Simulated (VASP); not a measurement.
Set up this calculation in VASP 6.6.1, as the native input.

```yaml
Task: single point
Functional: r2SCAN
Potentials_or_basis: VASP PAW PBE potentials, release 64 (Al, N)
Cutoff: 580 eV
k_mesh: 1 × 1 × 1, shifted
Occupations: fermi-dirac, width 0.05 eV
Spin: no spin polarisation
Dipole_correction: no
Further_INCAR_settings: LREAL = Auto; ALGO = Normal; EDIFF = 1e-06; NBANDS = 241; ISYM = -1
```

AlN (a cell with a defect):

```
CELL_PARAMETERS angstrom
9.34145 0.00000 0.00000
0.00000 10.78657 0.00000
0.00000 0.00000 9.96706
ATOMIC_POSITIONS crystal
Al 0.16386 0.08037 0.25052
Al 0.16536 0.08285 0.74851
Al 0.99986 0.33489 0.25112
Al 0.99987 0.33374 0.74821
Al 0.49987 0.08209 0.25076
Al 0.49987 0.08228 0.74838
Al 0.30282 0.31709 0.26336
Al 0.32969 0.33095 0.73955
Al 0.16638 0.58401 0.25056
Al 0.16641 0.58362 0.74868
Al 0.99985 0.83178 0.24959
Al 0.99986 0.83256 0.74925
Al 0.83584 0.08035 0.25050
Al 0.83436 0.08285 0.74850
Al 0.69690 0.31705 0.26338
Al 0.67009 0.33093 0.73951
Al 0.49983 0.61610 0.26324
Al 0.49986 0.58745 0.73930
Al 0.33063 0.83656 0.25025
Al 0.33259 0.83420 0.74868
Al 0.83336 0.58403 0.25061
Al 0.83332 0.58361 0.74868
Al 0.66908 0.83656 0.25024
Al 0.66713 0.83420 0.74869
Al 0.99987 0.16872 0.49798
Al 0.99988 0.16732 0.99802
Al 0.33373 0.16565 0.49900
Al 0.33294 0.16578 0.99674
Al 0.16859 0.41773 0.49935
Al 0.16679 0.41677 0.99631
Al 0.99991 0.66617 0.49943
Al 0.99989 0.66614 0.99855
Al 0.66600 0.16566 0.49898
Al 0.66685 0.16577 0.99675
Al 0.49991 0.41675 0.92556
Al 0.33262 0.66692 0.49913
Al 0.33297 0.66731 0.99676
Al 0.16480 0.91651 0.50006
Al 0.16581 0.91651 0.99754
Al 0.83118 0.41776 0.49934
Al 0.83299 0.41676 0.99635
Al 0.66717 0.66692 0.49914
Al 0.66681 0.66730 0.99675
Al 0.49988 0.91499 0.49855
Al 0.49989 0.91629 0.99832
Al 0.83497 0.91651 0.50005
Al 0.83397 0.91651 0.99753
N 0.99985 0.16826 0.19019
N 0.99987 0.16737 0.68950
N 0.33319 0.16358 0.18763
N 0.33267 0.16365 0.68972
N 0.16631 0.41836 0.18714
N 0.16498 0.41777 0.68990
N 0.99987 0.66572 0.18941
N 0.99986 0.66653 0.69020
N 0.66653 0.16358 0.18764
N 0.66706 0.16364 0.68967
N 0.49988 0.41675 0.73206
N 0.33076 0.66824 0.18743
N 0.33090 0.66851 0.68968
N 0.16473 0.91617 0.18840
N 0.16542 0.91648 0.69073
N 0.83340 0.41837 0.18721
N 0.83480 0.41779 0.68986
N 0.66897 0.66822 0.18743
N 0.66882 0.66853 0.68968
N 0.49987 0.91570 0.18991
N 0.49987 0.91583 0.68973
N 0.83500 0.91619 0.18840
N 0.83430 0.91649 0.69072
N 0.16457 0.08113 0.43996
N 0.16555 0.08291 0.93970
N 0.99977 0.33608 0.44009
N 0.99987 0.33366 0.93949
N 0.49985 0.08120 0.43969
N 0.49988 0.08276 0.93958
N 0.31878 0.32492 0.43901
N 0.32861 0.33037 0.94036
N 0.16598 0.58423 0.43956
N 0.16665 0.58344 0.93960
N 0.99987 0.83208 0.43981
N 0.99988 0.83241 0.93986
N 0.83513 0.08114 0.43994
N 0.83420 0.08289 0.93968
N 0.68084 0.32499 0.43900
N 0.67118 0.33034 0.94035
N 0.49990 0.60013 0.43899
N 0.49988 0.58853 0.94021
N 0.33036 0.83557 0.43990
N 0.33277 0.83422 0.93966
N 0.83383 0.58429 0.43961
N 0.83310 0.58342 0.93960
N 0.66939 0.83556 0.43989
N 0.66699 0.83420 0.93967
```

The input as run:

POSCAR

```
AlN
1.0
    9.3414480000      0.0000000000      0.0000000000
    0.0000000000     10.7865750000      0.0000000000
    0.0000000000      0.0000000000      9.9670570000
Al N
47 47
Direct
    0.1638550000      0.0803680000      0.2505230000
    0.1653600000      0.0828520000      0.7485130000
    0.9998590000      0.3348890000      0.2511250000
    0.9998690000      0.3337420000      0.7482150000
    0.4998650000      0.0820930000      0.2507620000
    0.4998660000      0.0822780000      0.7483760000
    0.3028160000      0.3170930000      0.2633620000
    0.3296910000      0.3309480000      0.7395460000
    0.1663830000      0.5840110000      0.2505620000
    0.1664120000      0.5836160000      0.7486830000
    0.9998510000      0.8317790000      0.2495940000
    0.9998590000      0.8325560000      0.7492500000
    0.8358420000      0.0803530000      0.2505010000
    0.8343560000      0.0828550000      0.7485010000
    0.6969050000      0.3170540000      0.2633840000
    0.6700930000      0.3309330000      0.7395090000
    0.4998310000      0.6161030000      0.2632370000
    0.4998560000      0.5874520000      0.7392950000
    0.3306250000      0.8365580000      0.2502500000
    0.3325870000      0.8341970000      0.7486770000
    0.8333580000      0.5840290000      0.2506090000
    0.8333230000      0.5836110000      0.7486830000
    0.6690800000      0.8365580000      0.2502380000
    0.6671330000      0.8342000000      0.7486860000
    0.9998650000      0.1687240000      0.4979810000
    0.9998830000      0.1673190000      0.9980200000
    0.3337330000      0.1656530000      0.4989950000
    0.3329410000      0.1657770000      0.9967370000
    0.1685900000      0.4177270000      0.4993500000
    0.1667930000      0.4167720000      0.9963130000
    0.9999100000      0.6661690000      0.4994310000
    0.9998860000      0.6661380000      0.9985460000
    0.6660010000      0.1656610000      0.4989770000
    0.6668470000      0.1657680000      0.9967500000
    0.4999110000      0.4167550000      0.9255560000
    0.3326190000      0.6669190000      0.4991270000
    0.3329690000      0.6673130000      0.9967560000
    0.1647980000      0.9165140000      0.5000570000
    0.1658100000      0.9165140000      0.9975370000
    0.8311790000      0.4177590000      0.4993380000
    0.8329940000      0.4167590000      0.9963490000
    0.6671730000      0.6669200000      0.4991430000
    0.6668080000      0.6673010000      0.9967490000
    0.4998790000      0.9149940000      0.4985520000
    0.4998900000      0.9162950000      0.9983200000
    0.8349720000      0.9165140000      0.5000490000
    0.8339680000      0.9165110000      0.9975290000
    0.9998540000      0.1682650000      0.1901870000
    0.9998660000      0.1673740000      0.6894960000
    0.3331870000      0.1635800000      0.1876330000
    0.3326710000      0.1636520000      0.6897170000
    0.1663150000      0.4183580000      0.1871410000
    0.1649800000      0.4177730000      0.6898960000
    0.9998680000      0.6657200000      0.1894130000
    0.9998620000      0.6665310000      0.6902020000
    0.6665340000      0.1635840000      0.1876400000
    0.6670560000      0.1636410000      0.6896720000
    0.4998840000      0.4167500000      0.7320570000
    0.3307600000      0.6682410000      0.1874330000
    0.3308970000      0.6685140000      0.6896760000
    0.1647310000      0.9161720000      0.1884040000
    0.1654210000      0.9164780000      0.6907270000
    0.8333960000      0.4183670000      0.1872110000
    0.8348030000      0.4177880000      0.6898560000
    0.6689680000      0.6682240000      0.1874300000
    0.6688210000      0.6685250000      0.6896800000
    0.4998660000      0.9156950000      0.1899070000
    0.4998680000      0.9158260000      0.6897350000
    0.8350000000      0.9161910000      0.1884000000
    0.8343030000      0.9164890000      0.6907220000
    0.1645700000      0.0811290000      0.4399570000
    0.1655540000      0.0829100000      0.9396980000
    0.9997730000      0.3360810000      0.4400860000
    0.9998730000      0.3336650000      0.9394920000
    0.4998460000      0.0812010000      0.4396880000
    0.4998800000      0.0827560000      0.9395810000
    0.3187820000      0.3249220000      0.4390080000
    0.3286150000      0.3303720000      0.9403570000
    0.1659800000      0.5842270000      0.4395610000
    0.1666460000      0.5834420000      0.9396020000
    0.9998750000      0.8320750000      0.4398090000
    0.9998800000      0.8324070000      0.9398600000
    0.8351330000      0.0811380000      0.4399390000
    0.8341980000      0.0828930000      0.9396770000
    0.6808400000      0.3249940000      0.4390010000
    0.6711820000      0.3303420000      0.9403470000
    0.4998970000      0.6001250000      0.4389850000
    0.4998790000      0.5885310000      0.9402080000
    0.3303570000      0.8355710000      0.4398990000
    0.3327660000      0.8342150000      0.9396650000
    0.8338340000      0.5842890000      0.4396090000
    0.8331030000      0.5834230000      0.9396010000
    0.6693900000      0.8355560000      0.4398860000
    0.6669890000      0.8342040000      0.9396710000
```

INCAR.step1

```
PREC = Accurate ; ENCUT = 580
ISMEAR = -1 ; SIGMA = 0.05
LREAL = Auto ; LASPH = T
NELM = 120 ; ISYM = -1
NBANDS = 241 ; GGA = PE
ALGO = Normal ; EDIFF = 1E-5
LWAVE = T ; LCHARG = F
GGA_COMPAT = F
```

INCAR.step2

```
PREC = Accurate ; ENCUT = 580
EDIFF = 1E-6 ; ISMEAR = -1
SIGMA = 0.05 ; LREAL = Auto
LASPH = T ; NELM = 120
ALGO = Normal ; ISIF = 2
LWAVE = F ; LCHARG = F
METAGGA = R2SCAN ; LMIXTAU = T
ISYM = -1 ; NBANDS = 241
ISTART = 1 ; GGA_COMPAT = F
```

KPOINTS

```
explicit points
1
Reciprocal
  0.25000000   0.25000000   0.25000000 1
```

Potentials or basis: VASP PAW PBE potentials, release 64 (Al, N).

The run is started by

```console
$ cat potpaw_PBE.64/Al/POTCAR potpaw_PBE.64/N/POTCAR > POTCAR
$ cp INCAR.step1 INCAR
$ mpirun -np 1 vasp_std > vasp.out
$ cp INCAR.step2 INCAR
$ mpirun -np 1 vasp_std > vasp.out
```

Results of the run:

* Pressure: 0.9 GPa
* Largest force: 0.237 eV/Å
* Band gap on the k mesh: 1.45 eV

Caveat: the PAW data sets were made with another functional, which shifts forces and pressure a little.

Wall time 21 min on 1 thread of Intel(R) Xeon(R) 6975P-C (Granite Rapids), with other jobs on the host, peak memory 1.3 GiB.
